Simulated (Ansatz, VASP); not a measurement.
**Li3S2 in VASP and in Ansatz**

```xyz
5
Lattice="3.8468 0.0000 0.0000 -1.9234 3.3315 0.0000 0.0000 0.0000 5.9851" Properties=species:S:1:pos:R:3 pbc="T T T"
Li    0.0000    0.0000    0.0000
Li    0.0000    2.2210    3.8604
Li    1.9234    1.1105    2.1247
S     0.0000    2.2210    1.4663
S     1.9234    1.1105    4.5187
```

Alike in both runs: task relaxation of cell and atoms; functional PBE; k mesh 12 × 12 × 6; occupations gaussian, width 0.1 eV; no spin polarisation.

|  | VASP | Ansatz |
| --- | --- | --- |
| version | VASP 6.6.1 | Ansatz 0.2.0 |
| potentials or method | VASP PAW PBE potentials, release 64 (Li_sv, S), cutoff 600 eV | scalar-relativistic, plane waves, PAW |
| valence electrons in the cell | 21 | 21 |

|  | VASP | Ansatz | Ansatz less VASP |
| --- | --- | --- | --- |
| gap on the k mesh at the Fermi level, each at its own relaxed structure (eV) | none | none | - |
| relaxed volume (Å³/atom) | 15.84 | 15.88 | +0.040 |
| relaxed cell length with the largest relative difference (Å) | 5.487 | 5.496 | +0.0088 |

A gap of «none» marks a metal or a gap that the smearing closes.

Noted on VASP's run: the cutoff is short for stress, so the pressure is rough.
